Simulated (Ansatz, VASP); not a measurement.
## One calculation of Rb, two programs

```xyz
1
Lattice="0.0000 4.1859 3.6399 4.1859 0.0000 3.6399 4.1859 4.1859 0.0000" Properties=species:S:1:pos:R:3 pbc="T T T"
Rb    0.0000    0.0000    0.0000
```

Change from the starting cell: strain +0.1500 x Voigt [1, 1, 0, 0, 0, 0], atoms carried along.

Alike in both runs: task single point; functional PBE; dispersion D3(BJ); k mesh 12 × 12 × 12; occupations gaussian, width 0.15 eV; no spin polarisation.

|  | VASP | Ansatz |
| --- | --- | --- |
| version | VASP 6.6.1 | Ansatz 0.2.0 |
| potentials or method | VASP PAW PBE potentials, release 64 (Rb_sv), cutoff 520 eV | scalar-relativistic, plane waves, PAW |
| valence electrons in the cell | 9 | 9 |

```tsv
	VASP	Ansatz	Ansatz less VASP
gap on the k mesh at the Fermi level (eV)	none	none	-
pressure (GPa)	-0.6	-0.6	0.00
```

A gap of «none» marks a metal or a gap that the smearing closes.
